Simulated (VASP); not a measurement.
## Ni: relaxation of cell and atoms with PBE+U

Ni:

```
Ni
1.0
     0.00000    1.73757    1.73757
     1.73757    0.00000    1.73757
     1.73757    1.73757    0.00000
Ni
1
Cartesian
  0.0000 0.0000 0.0000
```

| Property | Result |
| --- | --- |
| Program | VASP 6.6.1 |
| Task | relaxation of cell and atoms |
| Functional | PBE |
| Potentials or basis | VASP PAW PBE potentials, release 64 (Ni) |
| Cutoff | 600 eV |
| k mesh | 13 × 13 × 13 |
| Occupations | gaussian, width 0.05 eV |
| Spin | collinear spin, ferromagnetic start |
| Starting moments | [1.0] μB |
| Fixed moment | 1 μB |
| Hubbard terms | Ni d U = 5.0 eV |
| Dipole correction | no |
| Further INCAR settings | ALGO = Normal; EDIFF = 1e-06; IBRION = 2; EDIFFG = -0.01; NSW = 60; ISIF = 3 |

```
Relaxed volume                                        : 10.61 Å³/atom
Relaxed cell                                          : a = 2.466 Å, b = 2.466 Å, c = 2.466 Å, α = 60.00°, β = 60.00°, γ = 60.00°
Space group after relaxing (to 0.05 Å)                : Fm-3m (No. 225)
Energy gained by relaxing                             : 0.7 meV/atom
Ionic steps                                           : 3
Pressure after relaxing                               : -0.1 GPa
Net moment                                            : 1.00 μB per cell
Site moments                                          : Ni +1.02 μB
Valence electrons inside the program's atomic spheres : Ni 9.45
```

The path:
```
step  energy change (eV)  largest force (eV/Å)  pressure (GPa)  volume (Å³)
   1              0.0000                0.0000            2.00        10.49
   2             -0.0003                0.0000           -1.31        10.69
   3             -0.0007                0.0000           -0.13        10.61
```

Final structure:
```
CELL_PARAMETERS angstrom
0.00000 1.74389 1.74389
1.74389 0.00000 1.74389
1.74389 1.74389 0.00000
ATOMIC_POSITIONS crystal
Ni 0.00000 0.00000 0.00000
```

Eigenvalues of the final occupation matrices:
```tsv
site	spin	trace	eigenvalues
site 1 d	1	4.75	0.95 0.95 0.95 0.95 0.95
site 1 d	2	3.73	0.63 0.63 0.63 0.92 0.92
```

Wall time 21 s on 1 thread of Intel(R) Xeon(R) 6975P-C (Granite Rapids), on a shared host, peak memory 0.15 GiB.

Caveat: the total moment is fixed, so each spin has its own Fermi level; the U is typed as a test and isn't derived for this compound. The state reached can hang on the start; a lower one may exist.
